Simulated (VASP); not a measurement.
A run of VASP 6.6.1 is set up as follows.

INCAR

```
SYSTEM = LiH
PREC = Accurate ; ENCUT = 750
EDIFF = 1E-6 ; ISMEAR = 0
SIGMA = 0.01 ; LREAL = .FALSE.
LASPH = .TRUE. ; NELM = 120
ALGO = Normal ; ISIF = 2
LWAVE = .FALSE. ; LCHARG = .TRUE.
GGA = PE ; LELF = .TRUE.
LVHAR = .TRUE. ; NBANDS = 9
GGA_COMPAT = .FALSE.
```

File KPOINTS:

```
regular mesh
0
G
  4 4 4
  0 0 0
```

File POSCAR:

```
LiH
1.0
    0.0000000000      2.0003148300      2.0003148300
    2.0003148300      0.0000000000      2.0003148300
    2.0003148300      2.0003148300      0.0000000000
Li H
1 1
Direct
    0.0000000000      0.0000000000      0.0000000000
    0.5000000000      0.5000000000      0.5000000000
```

Potentials or basis: VASP PAW PBE potentials, release 64 (Li_sv, H).

The run is started by

```bash
$ cat potpaw_PBE.64/Li_sv/POTCAR potpaw_PBE.64/H/POTCAR > POTCAR
$ mpirun -np 1 vasp_std > vasp.out
```

Task: What does it give for the pressure?

Result: 0.3 GPa.

Task: Estimate the band gap on the k mesh.

Result: 2.96 eV, direct.

Caveat: the k points lie up to 0.68 Å⁻¹ apart. A k mesh can miss the band edges.
